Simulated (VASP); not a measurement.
AlNi: single point with PBEsol

Crystal: AlNi.

```
CELL_PARAMETERS angstrom
1.89992 -1.95319 0.00000
1.89992 1.95319 0.00000
0.00000 0.00000 3.09943
ATOMIC_POSITIONS crystal
Al 0.00000 0.00000 0.00000
Ni 0.50000 0.50000 0.50000
```

This cell differs from its parent crystal: strain -0.0200 x Voigt [1, 0, 0, 0, 0, 0].

```json
{"Program": "VASP 6.6.1", "Task": "single point", "Functional": "PBEsol", "Potentials or basis": "VASP PAW PBE potentials, release 64 (Al, Ni)", "Cutoff": "520 eV", "k mesh": "18 × 18 × 16", "Occupations": "gaussian, width 0.15 eV", "Spin": "no spin polarisation"}
```

```
Pressure               : 4.2 GPa
Band gap on the k mesh : zero (an odd number of electrons rules out a gap without spin polarisation)
```

Stress tensor (GPa, compression positive):
```
 9.65  0.00  0.00
 0.00  3.50  0.00
 0.00  0.00 -0.67
```

Levels at points of the mesh, in eV from the Fermi level:
| k point | band 5 | band 6 | band 7 | band 8 | band 9 | band 10 |
| --- | --- | --- | --- | --- | --- | --- |
| (0.00, 0.00, 0.00) | -1.67 | -1.38 | 2.77 | 7.13 | 7.23 | 7.38 |
| (0.50, 0.00, 0.00) | -2.12 | -1.58 | -0.34 | 7.66 | 7.89 | 9.44 |
| (0.50, 0.50, 0.00) | -2.55 | -2.13 | -0.86 | 2.27 | 3.53 | 10.84 |
| (0.00, 0.00, 0.50) | -2.09 | -1.35 | -1.32 | 8.47 | 11.35 | 11.50 |
| (0.50, 0.00, 0.50) | -2.05 | -1.95 | -1.29 | 1.32 | 2.26 | 13.88 |
| (0.50, 0.50, 0.50) | -0.85 | 1.76 | 1.91 | 2.37 | 4.00 | 4.19 |

Run time: 6 min on 1 thread of Intel Xeon 8259CL (shared host), peak memory 0.37 GiB.

Caveat: the cell differs from its parent crystal (strain -0.0200 x Voigt [1, 0, 0, 0, 0, 0]); the cell stands under pressure; the PAW data sets were made with another functional, which shifts forces and pressure a little. Spin polarisation is off, so any magnetic state and its effect on volume and gap are missing.
